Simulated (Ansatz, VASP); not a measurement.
**BN: VASP beside Ansatz**

The input POSCAR:

```
BN
1.0
    0.0000000000      1.7687289557      1.8201559063
    1.7687289557      0.0000000000      1.8201559063
    1.7687289557      1.7687289557      0.0000000000
B N
1 1
Direct
    0.0000000000      0.0000000000      0.0000000000
    0.2500000000      0.2500000000      0.2500000000
```

The input INCAR.step1:

```
SYSTEM = BN
PREC = Accurate
ENCUT = 520
ISMEAR = 0
SIGMA = 0.01
LREAL = .False.
LASPH = .True.
NELM = 60
NBANDS = 11
GGA = PE
ALGO = Normal
EDIFF = 1E-4
LWAVE = .True.
LCHARG = .False.
```

Contents of INCAR.step2:

```
SYSTEM = BN
PREC = Accurate
ENCUT = 520
EDIFF = 1E-7
ISMEAR = 0
SIGMA = 0.01
LREAL = .False.
LASPH = .True.
NELM = 60
ALGO = Normal
ISIF = 2
LWAVE = .False.
LCHARG = .False.
METAGGA = R2SCAN
LMIXTAU = .True.
NBANDS = 11
ISTART = 1
```

Contents of KPOINTS:

```
Automatic mesh
0
Gamma
  12 12 12
  0 0 0
```

Input for Ansatz:

```yaml
crystal:
  lattice:
    - [0.0, 1.7687289557, 1.8201559063]
    - [1.7687289557, 0.0, 1.8201559063]
    - [1.7687289557, 1.7687289557, 0.0]
  atoms:
    - { symbol: B, position: [0.0, 0.0, 0.0] }
    - { symbol: "N", position: [0.25, 0.25, 0.25] }
kpoints:
  mp_grid: { grid: [12, 12, 12] }
  band_path:
    path:
      - [0.0, 0.0, 0.0]
      - [-0.5, -0.5, 0.0]
      - [-0.375, -0.375, 0.25]
      - [-0.375, 0.0, 0.375]
      - [0.0, 0.0, 0.5]
      - [-0.5, -0.25, 0.25]
      - [0.0, 0.5, 0.5]
    npoints: 1
hamiltonian:
  xc: r2scan
scf:
  occupations: { method: fixed }
  n_extra_bands: 4
output:
  forces: true
  stress: true
  eigenvalues: true
```

Change from the starting cell: epitaxial_xy strain -2.0%.

Alike in both runs: task single point; functional r2SCAN; k mesh 12 × 12 × 12; no spin polarisation.

|  | VASP | Ansatz |
| --- | --- | --- |
| version | VASP 6.6.1 | Ansatz 0.2.0 |
| potentials or method | VASP PAW PBE potentials, release 64 (B, N) | plane waves, PAW |
| plane-wave cutoff (eV) | 520 | 500 |
| occupations | gaussian, width 0.01 eV | fixed |
| valence electrons in the cell | 8 | 8 |

```csv
,VASP,Ansatz,Ansatz less VASP
gap on the k mesh at the Fermi level (eV),4.75,4.77,+0.024
pressure (GPa),14.5,13.3,-1.24
"traceless stress, the component that is largest in VASP (GPa)",-13.27,-13.30,-0.034
```

VASP's potentials were made for PBE, not for r2SCAN.
